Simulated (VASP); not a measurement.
**CaO: single point with PBE**

CaO:

```
CELL_PARAMETERS angstrom
0.00000 2.38777 2.44900
2.51023 0.00000 2.44900
2.51023 2.38777 0.00000
ATOMIC_POSITIONS crystal
Ca 0.00000 0.00000 0.00000
O 0.50000 0.50000 0.50000
```

This cell differs from its parent crystal: strain +0.0250 x Voigt [1, -1, 0, 0, 0, 0].

```yaml
Program: VASP 6.6.1
Task: single point
Functional: PBE
Potentials_or_basis: VASP PAW PBE potentials, release 64 (Ca_sv, O)
Cutoff: 520 eV
k_mesh: 8 × 8 × 8
Occupations: gaussian, width 0.05 eV
Spin: no spin polarisation
```

```
Pressure               : -3.1 GPa
Band gap on the k mesh : 3.52 eV, indirect (least direct gap 4.00 eV)
```

Stress tensor (GPa, compression positive):
```
-5.92  0.00  0.00
 0.00  0.04  0.00
 0.00  0.00 -3.41
```

Levels at points of the mesh, in eV from the valence-band top:
| k point | band 5 | band 6 | band 7 | band 8 | band 9 | band 10 | band 11 | band 12 |
| --- | --- | --- | --- | --- | --- | --- | --- | --- |
| (0.00, 0.00, 0.00) | -15.48 | -0.10 | -0.06 | 0.00 | 4.17 | 5.89 | 6.05 | 6.20 |
| (0.50, 0.00, 0.00) | -14.48 | -2.56 | -1.16 | -1.15 | 6.73 | 8.00 | 8.02 | 8.03 |
| (0.50, 0.50, 0.00) | -15.25 | -1.37 | -0.46 | -0.39 | 3.61 | 7.53 | 8.59 | 8.94 |
| (0.50, 0.00, 0.50) | -15.24 | -1.23 | -0.51 | -0.48 | 3.52 | 7.62 | 8.54 | 9.03 |
| (0.00, 0.50, 0.50) | -15.25 | -1.49 | -0.40 | -0.35 | 3.67 | 7.56 | 8.56 | 9.02 |

Wall time 17 s on 1 thread of Intel(R) Xeon(R) 6975P-C (Granite Rapids), on a shared host, peak memory 0.18 GiB.

Caveat: the cell differs from its parent crystal (strain +0.0250 x Voigt [1, -1, 0, 0, 0, 0]). A k mesh can miss the band edges.
